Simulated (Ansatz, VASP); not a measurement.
## GaB in VASP and in Ansatz

Contents of INCAR:

```
  PREC = Accurate
  ENCUT = 520
  EDIFF = 1E-6
  ISMEAR = -1
  SIGMA = 0.05
  LREAL = F
  LASPH = T
  NELM = 100
  ALGO = Normal
  ISIF = 2
  LWAVE = F
  LCHARG = F
  GGA = PE
  NBANDS = 15
```

File KPOINTS:

```
Automatic mesh
0
Gamma
  8 8 7
```

POSCAR

```
GaB
1.0
    2.7182400000      0.0000000000      0.0000000000
    0.0000000000      2.7182400000      0.0000000000
    0.0000000000      0.0000000000      3.1714858000
Ga B
1 1
Direct
    0.5000000000      0.5000000000      0.5000000000
    0.0000000000      0.0000000000      0.0000000000
```

The input input.yaml:

```yaml
crystal:
  lattice:
    - [2.71824, 0.0, 0.0]
    - [0.0, 2.71824, 0.0]
    - [0.0, 0.0, 3.1714858]
  atoms:
    - { symbol: Ga, position: [0.5, 0.5, 0.5] }
    - { symbol: B, position: [0.0, 0.0, 0.0] }
hamiltonian:
  xc: pbe
  pseudopotentials: { kind: paw }
kpoints:
  mp_grid: { grid: [8, 8, 7] }
scf:
  occupations: { method: fermi_dirac, width: 0.05 }
output:
  forces: true
  stress: true
  eigenvalues: true
```

Alike in both runs: task single point; functional PBE; k mesh 8 × 8 × 7; occupations fermi-dirac, width 0.05 eV; no spin polarisation.

```csv
,VASP,Ansatz
version,VASP 6.6.1,Ansatz 0.2.0
potentials or method,"VASP PAW PBE potentials, release 64 (Ga_d, B)",Ansatz PAW
plane-wave cutoff (eV),520,420
valence electrons in the cell,16,16
```

```tsv
	VASP	Ansatz	Ansatz less VASP
gap on the k mesh at the Fermi level (eV)	none	none	-
pressure (GPa)	3.4	3.3	-0.13
traceless stress, the component that is largest in VASP (GPa)	0.76	0.78	+0.018
```

A gap of «none» marks a metal or a gap that the smearing closes. With one functional, cell and mesh, what is left measures potentials, basis and numerics.
